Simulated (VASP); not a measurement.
Write the native input for VASP 6.6.1 that does the following.

* Task: single point
* Functional: PBEsol
* Potentials or basis: VASP PAW PBE potentials, release 64 (Al, Ni)
* Cutoff: 520 eV
* k mesh: 18 × 18 × 12
* Occupations: gaussian, width 0.15 eV
* Spin: no spin polarisation
* Dipole correction: no
* Further INCAR settings: ALGO = Fast; EDIFF = 1e-07; NBANDS = 22

The structure of Al3Ni2 lies in POSCAR:

```
Al3Ni2
1.0
    3.7670986283      0.0000000000      0.0000000000
   -1.8835493142      3.2624031107      0.0000000000
    0.0000000000      0.0000000000      5.4875175341
Al Ni
3 2
Direct
    0.0000000000      0.0000000000      0.0000000000
    0.3333333333      0.6666666667      0.6477829058
    0.6666666667      0.3333333333      0.3522170942
    0.3333333333      0.6666666667      0.1455709071
    0.6666666667      0.3333333333      0.8544290929
```

This cell differs from its parent crystal: ratio of the length along z to the lengths across it x 1.2, volume and fractional coordinates fixed.

These files were run (other wordings do the same):

INCAR

```
SYSTEM = Al3Ni2
PREC = Accurate
ENCUT = 520
EDIFF = 1E-7
ISMEAR = 0
SIGMA = 0.15
LREAL = .False.
LASPH = .True.
NELM = 100
ALGO = Fast
ISIF = 2
LWAVE = .False.
LCHARG = .True.
GGA = PS
LELF = .True.
LVHAR = .True.
NBANDS = 22
```

KPOINTS

```
regular mesh
0
Gamma
  18 18 12
  0 0 0
```

Potentials or basis: VASP PAW PBE potentials, release 64 (Al, Ni).

Command:

```sh
$ cat potpaw_PBE.64/Al/POTCAR potpaw_PBE.64/Ni/POTCAR > POTCAR
$ mpirun -np 1 vasp_std > vasp.out
```

It gave:

- Pressure: 2.8 GPa
- Largest force: 0.402 eV/Å
- Band gap on the k mesh: zero (an odd number of electrons rules out a gap without spin polarisation)

Caveat: the stress differs along the axes, from -16 to 12 GPa; the PAW data sets were made with another functional, which shifts forces and pressure a little.

Wall time 16 min on 1 thread of Oxide Virtual Turin-like Processor, with other jobs on the host, peak memory 0.54 GiB.
